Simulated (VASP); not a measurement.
The system is Ag.

```
Ag
1.0
     0.00000    2.04275    2.04275
     2.04275    0.00000    2.04275
     2.04275    2.04275    0.00000
Ag
1
Direct
  0.00000 0.00000 0.00000
```

| Property | Result |
| --- | --- |
| Program | VASP 6.6.1 |
| Task | relaxation of cell and atoms |
| Functional | PBEsol |
| Potentials or basis | VASP PAW PBE potentials, release 64 (Ag) |
| Cutoff | 500 eV |
| k mesh | 9 × 9 × 9 |
| Occupations | methfessel-paxton, width 0.05 eV |
| Spin | no spin polarisation |

At the start: pressure -2.9 GPa; volume 17.05 Å³/atom.

Question: Where does the relaxation end?

Answer: Over 3 steps the energy falls by 4.2 meV/atom and the volume is 16.60 Å³/atom (-2.6 %); space group Fm-3m (No. 225, to 0.05 Å).

The path:
```tsv
step	energy change (eV)	largest force (eV/Å)	pressure (GPa)	volume (Å³)
1	0.0000	0.0000	-2.92	17.05
2	-0.0019	0.0000	2.39	16.29
3	-0.0042	0.0000	0.00	16.60
```

Final structure:
```yaml
crystal:
  lattice:
    - [0.00000, 2.02486, 2.02486]
    - [2.02486, 0.00000, 2.02486]
    - [2.02486, 2.02486, 0.00000]
  atoms:
    - { symbol: Ag, position: [0.00000, 0.00000, 0.00000] }
```

Caveat: the PAW data sets were made with another functional, which shifts forces and pressure a little.
